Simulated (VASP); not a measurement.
**Zn: single point with PBEsol**

The system is Zn.

```xyz
2
Lattice="2.6186 0.0000 0.0000 -1.3093 2.2678 0.0000 0.0000 0.0000 4.8654" Properties=species:S:1:pos:R:3 pbc="T T T"
Zn    0.0000    1.5119    1.2163
Zn    1.3093    0.7559    3.6490
```

This cell differs from its parent crystal: biaxial strain in the a-b plane: +1.0 %.

```
Program             : VASP 6.6.1
Task                : single point
Functional          : PBEsol
Potentials or basis : VASP PAW PBE potentials, release 64 (Zn)
Cutoff              : 520 eV
k mesh              : 24 × 24 × 12
Occupations         : gaussian, width 0.1 eV
Spin                : no spin polarisation
```

- Pressure: -0.7 GPa
- Band gap on the k mesh: zero (band 12 reaches 4.77 eV, above the bottom of band 13 at 0.31 eV)

Stress tensor (GPa, compression positive):
```
-1.14  0.00  0.00
 0.00 -1.14  0.00
 0.00  0.00  0.11
```

Levels at points of the mesh, in eV from the Fermi level:
```tsv
k point	band 10	band 11	band 12	band 13	band 14	band 15
(0.00, 0.00, 0.00)	-7.16	-7.16	-3.94	-3.03	14.03	17.73
(0.50, 0.00, 0.00)	-6.95	-3.03	-2.22	2.71	3.56	4.37
(0.00, 0.00, 0.50)	-7.26	-7.26	-7.26	4.71	4.71	19.44
(0.50, 0.00, 0.50)	-6.96	-2.06	-2.06	0.21	0.21	10.43
```

Wall time 2.5 min on 1 thread of Intel(R) Xeon(R) Platinum 8259CL CPU @ 2.50GHz (Skylake/Cascade Lake), on a shared host, peak memory 0.29 GiB.

Caveat: the cell differs from its parent crystal (biaxial strain in the a-b plane: +1.0 %); the PAW data sets were made with another functional, which shifts forces and pressure a little.
